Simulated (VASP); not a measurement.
# SnSe2 (P-3m1) in VASP: a series of runs

The runs below take SnSe2 through single point, with PBE+D3(BJ).

Everything below comes from runs of VASP 6.6.1. Logs are shortened: lines on timing, memory, paths and dates and some standing lists are left out, and cuts for length are marked.

## (1) The cell of the first run

Symmetry: P-3m1, No. 164, trigonal system. Conventional cell: a = 3.811 Å, b = 3.811 Å, c = 11.974 Å, α = 90.00°, β = 90.00°, γ = 120.00°. Within 3.5 Å of Sn (site symmetry 3m) lie 6 Se at 2.68 Å. Se (site symmetry 3m) has 3 Sn at 2.68 Å and 3 Se at 3.54 Å within 3.6 Å. Se (site symmetry 3m) has 3 Sn at 2.68 Å within 3.5 Å.

## (2) Single point, PBE+D3(BJ) (the distance across one plane changed)

Contents of INCAR:

```
  PREC = Accurate
  ENCUT = 520
  EDIFF = 1E-6
  ISMEAR = 0
  SIGMA = 0.05
  LREAL = F
  LASPH = T
  NELM = 100
  ALGO = Normal
  ISIF = 2
  LWAVE = F
  LCHARG = F
  GGA = PE
  IVDW = 12
  NBANDS = 35
```

Contents of KPOINTS:

```
Automatic mesh
0
Gamma
  8 8 3
```

Contents of POSCAR:

```
SnSe2
1.0
   -3.8109987816      0.0000000000      0.0000000000
   -1.9054993908     -3.3004217586      0.0000000000
    0.0000000000      0.0000000000     11.9740000000
Sn Se
2 4
Direct
    0.0000000000      0.0000000000      0.7687907132
    0.0000000000      0.0000000000      0.2562635711
    0.3333333333      0.3333333333      0.8969224987
    0.3333333333      0.3333333333      0.3843953566
    0.6666666667      0.6666666667      0.1281317855
    0.6666666667      0.6666666667      0.6406589277
```

Potentials or basis: VASP PAW PBE potentials, release 64 (Sn_d, Se).

The run is started by

```
$ cat potpaw_PBE.64/Sn_d/POTCAR potpaw_PBE.64/Se/POTCAR > POTCAR
$ mpirun -np 1 vasp_std > vasp.out
```

OUTCAR:

```text
PREC = Accurate
   ENCUT = 520
   EDIFF = 1E-6
   ISMEAR = 0
   LREAL = F
   LASPH = T
   NELM = 100
   ISIF = 2
   GGA = PE
   IVDW = 12
 IVDW          = 12

 ion  position               nearest neighbor table
   1  0.000  0.000  0.769-   6 2.68   3 2.68   6 2.68   3 2.68   6 2.68   3 2.68
   2  0.000  0.000  0.256-   4 2.68   4 2.68   4 2.68   5 2.68   5 2.68   5 2.68
   3  0.333  0.333  0.897-   1 2.68   1 2.68   1 2.68
   4  0.333  0.333  0.384-   2 2.68   2 2.68   2 2.68
   5  0.667  0.667  0.128-   2 2.68   2 2.68   2 2.68
   6  0.667  0.667  0.641-   1 2.68   1 2.68   1 2.68

  LATTYP: Found a hexagonal cell.
 ALAT       =     3.8109987816
 C/A-ratio  =     3.1419584960

  Lattice vectors:

 A1 = (   1.9054993908,   3.3004217586,   0.0000000000)
 A2 = (  -3.8109987816,   0.0000000000,   0.0000000000)
 A3 = (   0.0000000000,   0.0000000000,  11.9740000000)

Analysis of symmetry for initial positions (statically):
=====================================================================
 Subroutine PRICEL returns:
 Original cell was already a primitive cell.

 Routine SETGRP: Setting up the symmetry group for a
 hexagonal supercell.

 Subroutine GETGRP returns: Found 12 space group operations
 (whereof  6 operations were pure point group operations)
 out of a pool of 24 trial point group operations.

The static configuration has the point symmetry C_3v.
 The point group associated with its full space group is D_3d.

Analysis of symmetry for dynamics (positions and initial velocities):
=====================================================================
 Subroutine PRICEL returns:
 Original cell was already a primitive cell.

 Routine SETGRP: Setting up the symmetry group for a
 hexagonal supercell.

 Subroutine GETGRP returns: Found 12 space group operations
 (whereof  6 operations were pure point group operations)
 out of a pool of 24 trial point group operations.

The dynamic configuration has the point symmetry C_3v.
 The point group associated with its full space group is D_3d.

 Subroutine INISYM returns: Found 12 space group operations
 (whereof  6 operations are pure point group operations),
 and found     1 'primitive' translations

----------------------------------------------------------------------------------------

                                     Primitive cell

  volume of cell :     150.6078

  direct lattice vectors                    reciprocal lattice vectors
    -3.810998782  0.000000000  0.000000000    -0.262398405  0.151495789  0.000000000
    -1.905499391 -3.300421759  0.000000000     0.000000000 -0.302991579  0.000000000
     0.000000000  0.000000000 11.974000000     0.000000000  0.000000000  0.083514281

[... 97 lines left out ...]
   ISYM   =      2    0-nonsym 1-usesym 2-fastsym
   POTIM  = 0.5000    time-step for ionic-motion
   TEBEG  =    0.0;   TEEND  =   0.0 temperature during run
   PSTRESS=    0.0 pullay stress
   NELECT =      52.0000    total number of electrons
   NUPDOWN=      -1.0000    fix difference up-down
   EMIN   =  10.00;   EMAX   =-10.00  energy-range for DOS
   EFERMI =   0.00;   METHOD = LEGACY
   ISMEAR =     0;   SIGMA  =   0.05  broadening in eV -4-tet -1-fermi 0-gaus
   EFERMI_NEDOS =   21; number of points for ismear=-14 and -15
   IALGO  =     38    algorithm
   IMIX   =      4    mixing-type and parameters
     AMIX     =   0.40;   BMIX     =  1.00
     AMIX_MAG =   1.60;   BMIX_MAG =  1.00
  volume/ion in A,a.u.               =      25.10       169.39
  Fermi-wavevector in a.u.,A,eV,Ry     =   1.148489  2.170329 17.946446  1.319027
  Thomas-Fermi vector in A             =   2.285164
   LORBIT       =      0    0 simple, 1 ext, 2 COOP (PROOUT), +10 PAW based schemes
   GGA     = PE    functional components
   LHFCALC =     F    Hartree Fock is set to
   AEXX    =    0.0000 exact exchange contribution
   IVDW    =    12    specifies the selected vdW correction
   LEPSILON=     F    determine dielectric tensor
   LRPA    =     F    only Hartree local field effects (RPA)
 non-spin polarized calculation
 Gauss-broadening in eV      SIGMA  =   0.05
  energy-cutoff  :      520.00
  volume of cell :      150.61
 maximum number of plane-waves:      4075
   NGX = 15   NGY = 15   NGZ = 45

 number of electron      52.0000004 magnetization

 Free energy of the ion-electron system (eV)
  ---------------------------------------------------
  ext. energy  EPLUGINS =         0.00000000
  ---------------------------------------------------
  free energy    TOTEN  =       -23.45713933 eV

  energy without entropy =      -23.45713933  energy(sigma->0) =      -23.45713933

 E-fermi :   4.8545     XC(G=0):  -9.6035

 val. band max:        4.5918608640   @ k =   0.1250   0.0000   0.0000
 cond. band min:       5.2023098544   @ k =   0.5000   0.0000   0.3333
 fundamental gap:      0.6104489905
 Fermi energy:         4.8544647763

 k-point     1 :       0.0000    0.0000    0.0000
  band No.  band energies     occupation
      1     -16.8269      2.00000
      2     -16.8269      2.00000
      3     -16.8269      2.00000
      4     -16.8269      2.00000
      5     -16.7887      2.00000
      6     -16.7885      2.00000
[... 901 lines left out ...]
     34      11.2397      0.00000
     35      11.3108      0.00000

 [... further k-points ...]

------------------------ aborting loop because EDIFF is reached ----------------------------------------

 Edisp (eV)   -2.22527

 E8    (eV) :    -0.9737

  FORCE on cell =-STRESS in cart. coord.  units (eV):
  Direction    XX          YY          ZZ          XY          YZ          ZX
  --------------------------------------------------------------------------------------
  -------------------------------------------------------------------------------------
  Total       2.79024     2.79024     4.19598    -0.00000     0.00000     0.00000
  in kB      29.68277    29.68277    44.63716    -0.00000     0.00000     0.00000
  external pressure =       34.67 kB  Pullay stress =        0.00 kB

 VOLUME and BASIS-vectors are now :
 -----------------------------------------------------------------------------
  energy-cutoff  :      520.00
  volume of cell :      150.61
      direct lattice vectors                 reciprocal lattice vectors
    -3.810998782  0.000000000  0.000000000    -0.262398405  0.151495789  0.000000000
    -1.905499391 -3.300421759  0.000000000     0.000000000 -0.302991579  0.000000000
     0.000000000  0.000000000 11.974000000     0.000000000  0.000000000  0.083514281

 POSITION                                       TOTAL-FORCE (eV/Angst)
 -----------------------------------------------------------------------------------
      0.00000      0.00000      9.20550        -0.000000     -0.000000     -0.025557
      0.00000      0.00000      3.06850        -0.000000     -0.000000      0.025557
     -1.90550     -1.10014     10.73975         0.000000      0.000000      0.657483
     -1.90550     -1.10014      4.60275        -0.000000     -0.000000      0.737051
     -3.81100     -2.20028      1.53425        -0.000000     -0.000000     -0.657483
     -3.81100     -2.20028      7.67125         0.000000      0.000000     -0.737051
 -----------------------------------------------------------------------------------
    total drift:                                0.000000      0.000000     -0.000131

  FREE ENERGIE OF THE ION-ELECTRON SYSTEM (eV)
  ---------------------------------------------------
  free  energy   TOTEN  =       -25.6824082117 eV

  energy  without entropy=      -25.6824082117  energy(sigma->0) =      -25.68240821
```

OSZICAR:

```text
N       E                     dE             d eps       ncg     rms          rms(c)
DAV:   1     0.512172567138E+03    0.51217E+03   -0.23726E+04  1812   0.176E+03
DAV:   2     0.565326029187E+02   -0.45564E+03   -0.43855E+03  1774   0.477E+02
DAV:   3    -0.198556639926E+02   -0.76388E+02   -0.73989E+02  2115   0.166E+02
DAV:   4    -0.238981037250E+02   -0.40424E+01   -0.40056E+01  2097   0.403E+01
DAV:   5    -0.239901291627E+02   -0.92025E-01   -0.91823E-01  2327   0.670E+00    0.743E+00
DAV:   6    -0.234944493519E+02    0.49568E+00   -0.71058E-01  2421   0.828E+00    0.479E+00
DAV:   7    -0.234614129176E+02    0.33036E-01   -0.44079E-01  2310   0.357E+00    0.957E-01
DAV:   8    -0.234559870000E+02    0.54259E-02   -0.37870E-02  2408   0.181E+00    0.449E-01
DAV:   9    -0.234570190172E+02   -0.10320E-02   -0.52637E-03  2205   0.363E-01    0.937E-02
DAV:  10    -0.234570585546E+02   -0.39537E-04   -0.23938E-04  2576   0.131E-01    0.433E-02
DAV:  11    -0.234571323982E+02   -0.73844E-04   -0.95290E-05  1951   0.475E-02    0.973E-03
DAV:  12    -0.234571383343E+02   -0.59361E-05   -0.37214E-06  1986   0.113E-02    0.959E-03
DAV:  13    -0.234571393439E+02   -0.10096E-05   -0.31053E-06  1559   0.907E-03    0.198E-03
DAV:  14    -0.234571393308E+02    0.13041E-07   -0.15269E-07  1158   0.296E-03
   1 F= -.25682408E+02 E0= -.25682408E+02  d E =-.924268E-15
```

stdout:

```text
POSCAR found type information on POSCAR SnSe
 POSCAR found :  2 types and       6 ions
 scaLAPACK will be used
 LDA part: xc-table for (Slater+PW92), standard interpolation
 POSCAR, INCAR and KPOINTS ok, starting setup
 FFT: planning ... GRIDC
 FFT: planning ... GRID_SOFT
 FFT: planning ... GRID
 WAVECAR not read
 entering main loop
```

Run time: 3.6 min. Hardware: 1 thread of Intel Xeon 8259CL, shared host; peak memory 0.31 GiB.

What came out:

| Quantity | Value |
| --- | --- |
| Free energy | -25.6824 eV |
| Pressure | 3.5 GPa |
| Largest force | 0.737 eV/Å |
| Band gap on the k mesh | 0.61 eV (least direct gap 0.93 eV) |
| Dispersion energy per atom | -0.371 eV |

Forces on the atoms (eV/Å):
```
Sn   0.000  0.000 -0.026
Sn   0.000  0.000  0.026
Se   0.000  0.000  0.657
Se   0.000  0.000  0.737
Se   0.000  0.000 -0.657
Se   0.000  0.000 -0.737
```

Stress tensor (GPa, compression positive):
```
2.97 0.00 0.00
0.00 2.97 0.00
0.00 0.00 4.46
```

Caveat: the cell differs from its parent crystal (the distance across one plane changed); the cell stands under pressure; semilocal functionals underestimate gaps, and a narrow one can read as zero; spin-orbit coupling is left out, which moves the levels of the heavy elements. A k mesh can miss the band edges.

## (3) Single point, PBE+D3(BJ) (the distance across one plane changed)

Contents of INCAR:

```
SYSTEM = SnSe2
PREC = Accurate ; ENCUT = 520
EDIFF = 1E-6 ; ISMEAR = 0
SIGMA = 0.05 ; LREAL = .False.
LASPH = .True. ; NELM = 60
ALGO = Normal ; ISIF = 2
LWAVE = .False. ; LCHARG = .False.
GGA = PE ; IVDW = 12
NBANDS = 35
```

Contents of KPOINTS:

```
regular mesh
0
Gamma
  8 8 3
  0 0 0
```

Contents of POSCAR:

```
SnSe2
1.0
   -3.8109987816      0.0000000000      0.0000000000
   -1.9054993908     -3.3004217586      0.0000000000
    0.0000000000      0.0000000000     12.1240000000
Sn Se
2 4
Direct
    0.0000000000      0.0000000000      0.7592791158
    0.0000000000      0.0000000000      0.2530930386
    0.3333333333      0.3333333333      0.8858256351
    0.3333333333      0.3333333333      0.3796395579
    0.6666666667      0.6666666667      0.1265465193
    0.6666666667      0.6666666667      0.6327325965
```

Potentials or basis: VASP PAW PBE potentials, release 64 (Sn_d, Se).

The run is started by

```
$ cat potpaw_PBE.64/Sn_d/POTCAR potpaw_PBE.64/Se/POTCAR > POTCAR
$ mpirun -np 1 vasp_std > vasp.out
```

OUTCAR:

```text
SYSTEM = SnSe2
   PREC = Accurate
   ENCUT = 520
   EDIFF = 1E-6
   ISMEAR = 0
   LREAL = .False.
   LASPH = .True.
   NELM = 60
   ISIF = 2
   GGA = PE
   IVDW = 12
 IVDW          = 12

 ion  position               nearest neighbor table
   1  0.000  0.000  0.759-   3 2.68   6 2.68   6 2.68   3 2.68   6 2.68   3 2.68
   2  0.000  0.000  0.253-   4 2.68   5 2.68   5 2.68   4 2.68   5 2.68   4 2.68
   3  0.333  0.333  0.886-   1 2.68   1 2.68   1 2.68
[... 1127 lines left out ...]
  -------------------------------------------------------------------------------------
  Total       2.62173     2.62173     3.95549     0.00000     0.00000     0.00000
  in kB      27.54512    27.54512    41.55823     0.00000     0.00000     0.00000
  external pressure =       32.22 kB  Pullay stress =        0.00 kB

 VOLUME and BASIS-vectors are now :
 -----------------------------------------------------------------------------
  energy-cutoff  :      520.00
  volume of cell :      152.49
      direct lattice vectors                 reciprocal lattice vectors
    -3.810998782  0.000000000  0.000000000    -0.262398405  0.151495789  0.000000000
    -1.905499391 -3.300421759  0.000000000     0.000000000 -0.302991579  0.000000000
     0.000000000  0.000000000 12.124000000     0.000000000  0.000000000  0.082481029

 POSITION                                       TOTAL-FORCE (eV/Angst)
 -----------------------------------------------------------------------------------
      0.00000      0.00000      9.20550        -0.000000      0.000000     -0.009549
      0.00000      0.00000      3.06850         0.000000     -0.000000      0.009549
     -1.90550     -1.10014     10.73975        -0.000000      0.000000      0.708921
     -1.90550     -1.10014      4.60275         0.000000     -0.000000      0.742314
     -3.81100     -2.20028      1.53425         0.000000     -0.000000     -0.708921
     -3.81100     -2.20028      7.67125        -0.000000      0.000000     -0.742314
 -----------------------------------------------------------------------------------
    total drift:                               -0.000000     -0.000000     -0.000053

  FREE ENERGIE OF THE ION-ELECTRON SYSTEM (eV)
  ---------------------------------------------------
  free  energy   TOTEN  =       -25.6845374537 eV

  energy  without entropy=      -25.6845374537  energy(sigma->0) =      -25.68453745
```

OSZICAR:

```text
N       E                     dE             d eps       ncg     rms          rms(c)
DAV:   1     0.512462659087E+03    0.51246E+03   -0.23829E+04  1793   0.175E+03
DAV:   2     0.562563669781E+02   -0.45621E+03   -0.43895E+03  1766   0.469E+02
DAV:   3    -0.199254298223E+02   -0.76182E+02   -0.74240E+02  2120   0.167E+02
DAV:   4    -0.239365187908E+02   -0.40111E+01   -0.39760E+01  2099   0.402E+01
DAV:   5    -0.240289003231E+02   -0.92382E-01   -0.92160E-01  2273   0.668E+00    0.740E+00
DAV:   6    -0.235281162482E+02    0.50078E+00   -0.71264E-01  2431   0.831E+00    0.476E+00
DAV:   7    -0.234941915833E+02    0.33925E-01   -0.44186E-01  2310   0.359E+00    0.955E-01
DAV:   8    -0.234887480725E+02    0.54435E-02   -0.37745E-02  2383   0.181E+00    0.449E-01
DAV:   9    -0.234897907859E+02   -0.10427E-02   -0.52719E-03  2174   0.365E-01    0.933E-02
DAV:  10    -0.234898303863E+02   -0.39600E-04   -0.23650E-04  2559   0.131E-01    0.434E-02
DAV:  11    -0.234899053968E+02   -0.75010E-04   -0.98125E-05  1956   0.480E-02    0.968E-03
DAV:  12    -0.234899111064E+02   -0.57096E-05   -0.35750E-06  1991   0.113E-02    0.962E-03
DAV:  13    -0.234899121351E+02   -0.10287E-05   -0.32127E-06  1590   0.913E-03    0.211E-03
DAV:  14    -0.234899121239E+02    0.11166E-07   -0.15565E-07  1109   0.300E-03
   1 F= -.25684537E+02 E0= -.25684537E+02  d E =-.176402E-19
```

Wall time 3.3 min (1 thread of Intel Xeon 8259CL, shared host); peak memory 0.31 GiB.

Results:

| Property | Result |
| --- | --- |
| Free energy | -25.6845 eV |
| Pressure | 3.2 GPa |
| Largest force | 0.742 eV/Å |
| Band gap on the k mesh | 0.68 eV |
| Dispersion energy per atom | -0.366 eV |

Forces on the atoms (eV/Å):
```
Sn   0.000  0.000 -0.010
Sn   0.000  0.000  0.010
Se   0.000  0.000  0.709
Se   0.000  0.000  0.742
Se   0.000  0.000 -0.709
Se   0.000  0.000 -0.742
```

Stress tensor (GPa, compression positive):
```
2.75 0.00 0.00
0.00 2.75 0.00
0.00 0.00 4.16
```

Levels at points of the mesh, in eV from the valence-band top:
| k point | band 22 | band 23 | band 24 | band 25 | band 26 | band 27 | band 28 | band 29 | band 30 | band 31 |
| --- | --- | --- | --- | --- | --- | --- | --- | --- | --- | --- |
| (0.00, 0.00, 0.00) | -0.48 | -0.48 | -0.30 | -0.30 | -0.01 | 1.00 | 2.43 | 2.85 | 2.89 | 4.27 |
| (0.50, 0.00, 0.00) | -2.03 | -1.35 | -0.94 | -0.81 | -0.36 | 0.81 | 1.13 | 3.70 | 4.18 | 4.74 |

Caveat: the cell differs from its parent crystal (the distance across one plane changed); the cell stands under pressure; semilocal functionals underestimate gaps, and a narrow one can read as zero; spin-orbit coupling is left out, which moves the levels of the heavy elements. A k mesh can miss the band edges.

(Continued in part 2 of 2.)
